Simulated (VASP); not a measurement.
The system is MoS2 (sol).

```xyz
6
Lattice="3.1922 0.0000 0.0000 -1.5961 2.7646 0.0000 0.0000 0.0000 13.3783" Properties=species:S:1:pos:R:3 pbc="T T T"
Mo    1.5961    0.9215    3.3446
Mo    0.0000    1.8430   10.0337
S     1.5961    0.9215    8.4696
S     0.0000    1.8430    4.9087
S     1.5961    0.9215   11.5979
S     0.0000    1.8430    1.7804
```

- Program: VASP 6.6.1
- Task: relaxation of cell and atoms
- Functional: PBEsol
- Potentials or basis: VASP PAW PBE potentials, release 64 (Mo_sv, S)
- Cutoff: 600 eV
- k mesh: 12 × 12 × 2
- Occupations: gaussian, width 0.02 eV
- Spin: no spin polarisation

At the start: pressure -4.8 GPa; volume 19.68 Å³/atom.

How do energy, volume and symmetry change on relaxing?

Over 45 steps the energy falls by 13.9 meV/atom and the volume is 17.92 Å³/atom (-8.9 %); space group P6_3/mmc (No. 194, to 0.05 Å).

The path:
```tsv
step	energy change (eV)	largest force (eV/Å)	pressure (GPa)	volume (Å³)
1	0.0000	0.4015	-4.79	118.07
3	-0.0616	0.1849	-0.22	114.55
5	-0.0689	0.0245	-0.04	113.78
7	-0.0693	0.0310	-0.09	113.74
9	-0.0724	0.0135	-0.45	112.96
11	-0.0761	0.1632	-1.72	109.79
13	-0.0767	0.1047	-1.25	110.92
15	-0.0773	0.0997	-1.21	110.74
17	-0.0794	0.0791	-1.05	109.99
19	-0.0822	0.0109	-0.22	107.00
21	-0.0826	0.0088	-0.43	107.71
23	-0.0833	0.0151	-0.12	107.81
25	-0.0834	0.0263	0.03	107.86
27	-0.0835	0.0016	-0.07	107.89
29	-0.0835	0.0053	0.00	107.84
31	-0.0835	0.0011	-0.02	107.82
33	-0.0835	0.0021	-0.03	107.81
35	-0.0835	0.0019	-0.02	107.80
37	-0.0835	0.0006	0.01	107.73
39	-0.0835	0.0006	0.04	107.64
41	-0.0836	0.0027	-0.01	107.55
43	-0.0836	0.0029	-0.01	107.55
45	-0.0836	0.0003	0.00	107.54
```

Final structure:
```
CELL_PARAMETERS angstrom
3.14148 0.00000 0.00000
-1.57074 2.72060 0.00000
0.00000 0.00000 12.58235
ATOMIC_POSITIONS crystal
Mo 0.66667 0.33333 0.25000
Mo 0.33333 0.66667 0.75000
S 0.66667 0.33333 0.62609
S 0.33333 0.66667 0.37391
S 0.66667 0.33333 0.87391
S 0.33333 0.66667 0.12609
```

Caveat: the PAW data sets were made with another functional, which shifts forces and pressure a little; this functional lacks dispersion, which binds the layers, so the pressure and a relaxed spacing across them are unreliable.
